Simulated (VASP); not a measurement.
# MgO (Periclase) in VASP: a series of runs, part 2 of 2

VASP 6.6.1. The steps go on from the part before.

## (5) Single point, PBE (shear xy strain +1.6%)

Input file INCAR:

```
SYSTEM = MgO
PREC = Accurate ; ENCUT = 520
EDIFF = 1E-6 ; ISMEAR = 0
SIGMA = 0.01 ; LREAL = .FALSE.
LASPH = .TRUE. ; NELM = 60
ALGO = Normal ; ISIF = 2
LWAVE = .FALSE. ; LCHARG = .FALSE.
GGA = PE ; NBANDS = 11
```

Input file KPOINTS:

```
regular mesh
0
G
  6 6 6
  0 0 0
```

Input file POSCAR:

```
MgO
1.0
    0.0171326694      2.1021680256      2.1021680256
    2.1021680256      0.0171326694      2.1021680256
    2.1193006950      2.1193006950      0.0000000000
Mg O
1 1
Direct
    0.0000000000      0.0000000000      0.0000000000
    0.5000000000      0.5000000000      0.5000000000
```

Potentials or basis: VASP PAW PBE potentials, release 64 (Mg, O).

The run is started by

```console
$ cat potpaw_PBE.64/Mg/POTCAR potpaw_PBE.64/O/POTCAR > POTCAR
$ mpirun -np 1 vasp_std > vasp.out
```

OUTCAR:

```text
SYSTEM = MgO
   PREC = Accurate
   ENCUT = 520
   EDIFF = 1E-6
   ISMEAR = 0
   LREAL = .FALSE.
   LASPH = .TRUE.
   NELM = 60
   ISIF = 2
   GGA = PE

 ion  position               nearest neighbor table
   1  0.000  0.000  0.000-   2 2.10   2 2.10   2 2.10   2 2.10   2 2.10   2 2.10
   2  0.500  0.500  0.500-   1 2.10   1 2.10   1 2.10   1 2.10   1 2.10   1 2.10

  LATTYP: Found a body centered orthorhombic cell.
 ALAT       =     2.9486852788
 B/A-ratio  =     1.0164339366
 C/A-ratio  =     1.4258341104

  Lattice vectors:

 A1 = (   2.1021680256,   0.0171326694,  -2.1021680256)
 A2 = (  -2.1021680256,  -0.0171326694,  -2.1021680256)
 A3 = (   0.0171326694,   2.1021680256,   2.1021680256)

Analysis of symmetry for initial positions (statically):
=====================================================================
 Subroutine PRICEL returns:
 Original cell was already a primitive cell.

 Routine SETGRP: Setting up the symmetry group for a
 body centered orthorhombic supercell.

 Subroutine GETGRP returns: Found  8 space group operations
 (whereof  8 operations were pure point group operations)
 out of a pool of  8 trial point group operations.

The static configuration has the point symmetry D_2h.

Analysis of symmetry for dynamics (positions and initial velocities):
=====================================================================
 Subroutine PRICEL returns:
 Original cell was already a primitive cell.

 Routine SETGRP: Setting up the symmetry group for a
 body centered orthorhombic supercell.

 Subroutine GETGRP returns: Found  8 space group operations
 (whereof  8 operations were pure point group operations)
 out of a pool of  8 trial point group operations.

The dynamic configuration has the point symmetry D_2h.

 Subroutine INISYM returns: Found  8 space group operations
 (whereof  8 operations are pure point group operations),
 and found     1 'primitive' translations

----------------------------------------------------------------------------------------

                                     Primitive cell

  volume of cell :      18.5782

  direct lattice vectors                    reciprocal lattice vectors
     0.017132669  2.102168026  2.102168026    -0.239804087  0.239804087  0.237849684
     2.102168026  0.017132669  2.102168026     0.239804087 -0.239804087  0.237849684
     2.119300695  2.119300695  0.000000000     0.235926880  0.235926880 -0.237849684

  length of vectors
     2.972963899  2.972963899  2.997143786     0.414227561  0.414227561  0.409750482

  position of ions in fractional coordinates (direct lattice)
     0.000000000  0.000000000  0.000000000
     0.500000000  0.500000000  0.500000000

  ion indices of the primitive-cell ions
   primitive index   ion index
                 1           1
                 2           2

----------------------------------------------------------------------------------------

 KPOINTS: regular mesh

Automatic generation of k-mesh.
 Grid dimensions read from file:
 generate k-points for:    6    6    6

 Generating k-lattice:

  Cartesian coordinates                     Fractional coordinates (reciprocal lattice)
    -0.039967348  0.039967348  0.039641614     0.166666667  0.000000000  0.000000000
     0.039967348 -0.039967348  0.039641614     0.000000000  0.166666667  0.000000000
     0.039321147  0.039321147 -0.039641614     0.000000000  0.000000000  0.166666667

  Length of vectors
     0.069037927  0.069037927  0.068291747

  Shift w.r.t. Gamma in fractional coordinates (k-lattice)
     0.000000000  0.000000000  0.000000000

 Subroutine IBZKPT returns following result:
 ===========================================

 Found     46 irreducible k-points:

 Following reciprocal coordinates:
            Coordinates               Weight
  0.000000  0.000000  0.000000      1.000000
  0.166667  0.000000  0.000000      4.000000
  0.333333 -0.000000  0.000000      4.000000
  0.500000  0.000000  0.000000      2.000000
  0.166667  0.166667  0.000000      2.000000
  0.333333  0.166667  0.000000      4.000000
[... 16 lines left out ...]
 -0.166667  0.333333  0.166667      4.000000
  0.500000  0.500000  0.166667      4.000000
 [... further k-points ...]
   k-points           NKPTS =     46   k-points in BZ     NKDIM =     46   number of bands    NBANDS=     11
   number of dos      NEDOS =    301   number of ions     NIONS =      2
   total plane-waves  NPLWV =  13824
   dimension x,y,z NGX =    24 NGY =   24 NGZ =   24
   dimension x,y,z NGXF=    48 NGYF=   48 NGZF=   48
   ions per type =               1   1
   NGX,Y,Z   is equivalent  to a cutoff of  13.42, 13.42, 13.31 a.u.
   NGXF,Y,Z  is equivalent  to a cutoff of  26.84, 26.84, 26.62 a.u.
 SYSTEM =  MgO
   PREC   = accura    normal or accurate (medium, high low for compatibility)
   ISTART =      0    job   : 0-new  1-cont  2-samecut
   ICHARG =      2    charge: 1-file 2-atom 10-const
   ISPIN  =      1    spin polarized calculation?
   LNONCOLLINEAR =      F non collinear calculations
   LSORBIT =      F    spin-orbit coupling
   LASPH  =      T    aspherical Exc in radial PAW
   ENCUT  =  520.0 eV  38.22 Ry    6.18 a.u.   5.53  5.53  5.57*2*pi/ulx,y,z
   NELM   =     60;   NELMIN=  2; NELMDL= -5     # of ELM steps
   EDIFF  = 0.1E-05   stopping-criterion for ELM
   LREAL  =      F    real-space projection
   EDIFFG = 0.1E-04   stopping-criterion for IOM
   NSW    =      0    number of steps for IOM
   IBRION =     -1    ionic relax: 0-MD 1-quasi-New 2-CG
   NFREE  =      0    steps in history (QN), initial steepest desc. (CG)
   ISIF   =      2    stress and relaxation
   ISYM   =      2    0-nonsym 1-usesym 2-fastsym
   POTIM  = 0.5000    time-step for ionic-motion
   TEBEG  =    0.0;   TEEND  =   0.0 temperature during run
   PSTRESS=    0.0 pullay stress
   NELECT =       8.0000    total number of electrons
   NUPDOWN=      -1.0000    fix difference up-down
   EMIN   =  10.00;   EMAX   =-10.00  energy-range for DOS
   EFERMI =   0.00;   METHOD = LEGACY
   ISMEAR =     0;   SIGMA  =   0.01  broadening in eV -4-tet -1-fermi 0-gaus
   EFERMI_NEDOS =   21; number of points for ismear=-14 and -15
   IALGO  =     38    algorithm
   IMIX   =      4    mixing-type and parameters
     AMIX     =   0.40;   BMIX     =  1.00
     AMIX_MAG =   1.60;   BMIX_MAG =  1.00
  volume/ion in A,a.u.               =       9.29        62.69
  Fermi-wavevector in a.u.,A,eV,Ry     =   1.236243  2.336160 20.793724  1.528296
  Thomas-Fermi vector in A             =   2.370859
   LORBIT       =      0    0 simple, 1 ext, 2 COOP (PROOUT), +10 PAW based schemes
   GGA     = PE    functional components
   LHFCALC =     F    Hartree Fock is set to
   AEXX    =    0.0000 exact exchange contribution
   IVDW    =     0    specifies the selected vdW correction
   LEPSILON=     F    determine dielectric tensor
   LRPA    =     F    only Hartree local field effects (RPA)
 non-spin polarized calculation
 Gauss-broadening in eV      SIGMA  =   0.01
  energy-cutoff  :      520.00
  volume of cell :       18.58
 maximum number of plane-waves:       531
 NGX is ok and might be reduce to    24
   NGX = 11   NGY = 11   NGZ = 11

 number of electron       8.0000004 magnetization

 Free energy of the ion-electron system (eV)
  ---------------------------------------------------
  ext. energy  EPLUGINS =         0.00000000
  ---------------------------------------------------
  free energy    TOTEN  =       -11.89986763 eV

  energy without entropy =      -11.89986763  energy(sigma->0) =      -11.89986763

 E-fermi :   3.3681     XC(G=0): -11.1050

 val. band max:        3.2928428318   @ k =   0.0000   0.0000   0.0000
 cond. band min:       8.0075515795   @ k =   0.0000   0.0000   0.0000
 fundamental gap:      4.7147087477
 Fermi energy:         3.3681054254

 k-point     1 :       0.0000    0.0000    0.0000
  band No.  band energies     occupation
      1     -14.0619      2.00000
      2       3.1697      2.00000
      3       3.2296      2.00000
      4       3.2928      2.00000
      5       8.0076      0.00000
      6      18.8240      0.00000
      7      19.0647      0.00000
      8      19.3015      0.00000
      9      22.9870      0.00000
     10      24.7736      0.00000
     11      24.7783      0.00000
[... 309 lines left out ...]
 k-point    24 :       0.5000    0.5000    0.1667
  band No.  band energies     occupation
      1     -12.5813      2.00000
      2      -0.5819      2.00000
      3       1.2576      2.00000
      4       2.1294      2.00000
      5      13.1578      0.00000
      6      13.9400      0.00000
      7      16.2491      0.00000
      8      21.6267      0.00000
      9      21.7899      0.00000
     10      29.2500      0.00000
     11      29.9741      0.00000

 [... further k-points ...]
[... 5 lines left out ...]
  --------------------------------------------------------------------------------------
  -------------------------------------------------------------------------------------
  Total        0.5701776      0.5701776      0.5636419     -0.2803154      0.0000000      0.0000000
  in kB       49.1719369     49.1719369     48.6083026    -24.1743129      0.0000000      0.0000000
  external PRESSURE =      48.9840588 kB  Pullay stress =       0.0000000 kB

 VOLUME and BASIS-vectors are now :
 -----------------------------------------------------------------------------
  energy-cutoff  :      520.00
  volume of cell :       18.58
      direct lattice vectors                 reciprocal lattice vectors
     0.017132669  2.102168026  2.102168026    -0.239804087  0.239804087  0.237849684
     2.102168026  0.017132669  2.102168026     0.239804087 -0.239804087  0.237849684
     2.119300695  2.119300695  0.000000000     0.235926880  0.235926880 -0.237849684

 POSITION                                       TOTAL-FORCE (eV/Angst)
 -----------------------------------------------------------------------------------
      0.00000      0.00000      0.00000         0.000000      0.000000      0.000000
      2.11930      2.11930      2.10217        -0.000000      0.000000      0.000000
 -----------------------------------------------------------------------------------
    total drift:                               -0.000000     -0.000000      0.000000

  FREE ENERGIE OF THE ION-ELECTRON SYSTEM (eV)
  ---------------------------------------------------
  free  energy   TOTEN  =       -11.8998676288 eV

  energy  without entropy=      -11.8998676288  energy(sigma->0) =      -11.89986763
```

stdout:

```text
POSCAR found type information on POSCAR MgO
 POSCAR found :  2 types and       2 ions
 scaLAPACK will be used
 LDA part: xc-table for (Slater+PW92), standard interpolation
 POSCAR, INCAR and KPOINTS ok, starting setup
 FFT: planning ... GRIDC
 FFT: planning ... GRID_SOFT
 FFT: planning ... GRID
 WAVECAR not read
 entering main loop
```

Wall time 6.6 s (1 thread of Intel Xeon Platinum 8259CL at 2.50GHz (Skylake/Cascade Lake), shared host); peak memory 0.14 GiB.

What came out:

| Quantity | Value |
| --- | --- |
| Free energy | -11.8999 eV |
| Pressure | 4.9 GPa |
| Band gap on the k mesh | 4.71 eV, direct |

Caveat: the k points lie up to 0.43 Å⁻¹ apart; the cell differs from its parent crystal (shear xy strain +1.6%).

## (6) Single point, PBE

Input file INCAR:

```
PREC = Accurate
ENCUT = 520
EDIFF = 1E-6
ISMEAR = -1
SIGMA = 0.02
LREAL = F
LASPH = T
NELM = 100
ALGO = Normal
ISIF = 2
LWAVE = F
LCHARG = F
GGA = PE
NBANDS = 11
```

Input file KPOINTS:

```
regular mesh
0
Gamma
  10 10 10
```

Input file POSCAR:

```
MgO
1.0
    0.0000000000      2.1021680256      2.1021680256
    2.1021680256      0.0000000000      2.1021680256
    2.1021680256      2.1021680256      0.0000000000
Mg O
1 1
Direct
    0.0000000000      0.0000000000      0.0000000000
    0.5000000000      0.5000000000      0.5000000000
```

Potentials or basis: VASP PAW PBE potentials, release 64 (Mg, O).

The run is started by

```console
$ cat potpaw_PBE.64/Mg/POTCAR potpaw_PBE.64/O/POTCAR > POTCAR
$ mpirun -np 1 vasp_std > vasp.out
```

Wall time 6.8 s (1 thread of Intel Xeon Platinum 8259CL at 2.50GHz (Skylake/Cascade Lake), shared host); peak memory 0.14 GiB.

It converged, with:

```
Free energy            : -11.9026 eV
Pressure               : 4.9 GPa
Band gap on the k mesh : 4.78 eV, direct
```

Levels at points of the mesh, in eV from the valence-band top:
| k point | band 2 | band 3 | band 4 | band 5 | band 6 | band 7 |
| --- | --- | --- | --- | --- | --- | --- |
| (0.00, 0.00, 0.00) | 0.00 | 0.00 | 0.00 | 4.78 | 15.83 | 15.83 |
| (0.50, 0.00, 0.00) | -4.64 | -0.66 | -0.66 | 7.93 | 12.67 | 16.37 |
| (0.50, 0.50, 0.00) | -4.11 | -1.36 | -1.36 | 9.13 | 10.03 | 13.16 |

## (7) Overview

| cell | k mesh | smearing | gap on the mesh (eV) | pressure (GPa) |
| --- | --- | --- | --- | --- |
| a = 2.973 Å, angles 60.0°, 2 atoms | 6 × 6 × 6 | gaussian 0.01 eV | 4.78 | 4.9 |
| a = 3.112 Å, angles 60.0°, 2 atoms | 6 × 6 × 6 | gaussian 0.01 eV | 3.54 | -13.1 |
| a = 2.995, b = 2.973 Å, angles 60.2, 59.5, 60.2°, 2 atoms | 6 × 6 × 6 | gaussian 0.01 eV | 4.61 | 2.5 |
| a = 2.973, b = 2.973, c = 2.997 Å, angles 59.7, 59.7, 59.5°, 2 atoms | 6 × 6 × 6 | gaussian 0.01 eV | 4.71 | 4.9 |
| a = 2.973 Å, angles 60.0°, 2 atoms | 10 × 10 × 10 | fermi-dirac 0.02 eV | 4.78 | 4.9 |

Alike in all rows: task single point; level PBE; potentials or basis VASP PAW PBE potentials, release 64 (Mg, O); no spin polarisation; cutoff (eV) 520.

Caveats: some runs use coarse meshes.

Absolute energies hang on the potentials; compare differences alone.
